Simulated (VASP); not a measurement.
A run of VASP 6.6.1 is set up as follows.

File INCAR:

```
SYSTEM = B5Ru
ALGO = Normal
EDIFF = 1E-6
ENCUT = 520
GGA = PE
ISIF = 2
ISMEAR = 0
LASPH = .True.
LCHARG = .True.
LELF = .True.
LREAL = .False.
LVHAR = .True.
LWAVE = .False.
NBANDS = 24
NELM = 100
PREC = Accurate
SIGMA = 0.1
```

Contents of KPOINTS:

```
k-points
0
Gamma
  6 6 4
  0 0 0
```

File POSCAR:

```
B5Ru
1.0
    3.2427656830      0.0000000000      0.0000000000
   -1.6213828415      2.8083174600      0.0000000000
    0.0000000000      0.0000000000      6.5461451091
B Ru
5 1
Direct
    0.5000000000      0.0000000000      0.0000000000
    0.0000000000      0.5000000000      0.0000000000
    0.5000000000      0.5000000000      0.0000000000
    0.0000000000      0.0000000000      0.8115490049
    0.0000000000      0.0000000000      0.1884509951
    0.0000000000      0.0000000000      0.5000000000
```

Potentials or basis: VASP PAW PBE potentials, release 64 (B, Ru_pv).

Command:

```console
$ cat potpaw_PBE.64/B/POTCAR potpaw_PBE.64/Ru_pv/POTCAR > POTCAR
$ mpirun -np 1 vasp_std > vasp.out
```

Q: Predict the largest force.

A: 0.005 eV/Å.

Q: What does it give for the band gap on the k mesh?

A: Zero (an odd number of electrons rules out a gap without spin polarisation).

Q: What does it give for the pressure?

A: 0.0 GPa.

Forces on the atoms (eV/Å):
```
B    0.000  0.000  0.000
B    0.000  0.000  0.000
B    0.000  0.000  0.000
B    0.000  0.000  0.005
B    0.000  0.000 -0.005
Ru   0.000  0.000  0.000
```

Caveat: the k points lie up to 0.37 Å⁻¹ apart, too coarse for converged energies and pressures of a metal.
